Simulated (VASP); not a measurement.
ZnSe:

```xyz
2
Lattice="0.0000 2.7008 2.7008 2.7008 0.0000 2.7008 2.7008 2.7008 0.0000" Properties=species:S:1:pos:R:3 pbc="T T T"
Zn    0.0000    0.0000    0.0000
Se    1.3504    1.3504    1.3504
```

* Program: VASP 6.6.1
* Task: relaxation of cell and atoms
* Functional: PBE
* Potentials or basis: VASP PAW PBE potentials, release 64 (Zn, Se)
* Cutoff: 600 eV
* k mesh: 8 × 8 × 8
* Occupations: fermi-dirac, width 0.02 eV
* Spin: no spin polarisation

At the start: pressure 15.5 GPa; volume 19.70 Å³/atom.

Where does the relaxation end?

Over 3 steps the energy falls by 161.4 meV/atom and the volume is 23.60 Å³/atom (+19.8 %); space group F-43m (No. 216, to 0.1 Å) before and after.

Step by step:
```
step  energy change (eV)  largest force (eV/Å)  pressure (GPa)  volume (Å³)
   1              0.0000                0.0000           15.55        39.40
   2             -0.2695                0.0000           -3.87        51.34
   3             -0.3228                0.0000            0.02        47.19
```

Final structure:
```xyz
2
Lattice="0.0000 2.8683 2.8683 2.8683 0.0000 2.8683 2.8683 2.8683 0.0000" Properties=species:S:1:pos:R:3 pbc="T T T"
Zn    0.0000    0.0000    0.0000
Se    1.4341    1.4341    1.4341
```

Caveat: the volume moved by over 15 % at a fixed basis, so the end points are rough.
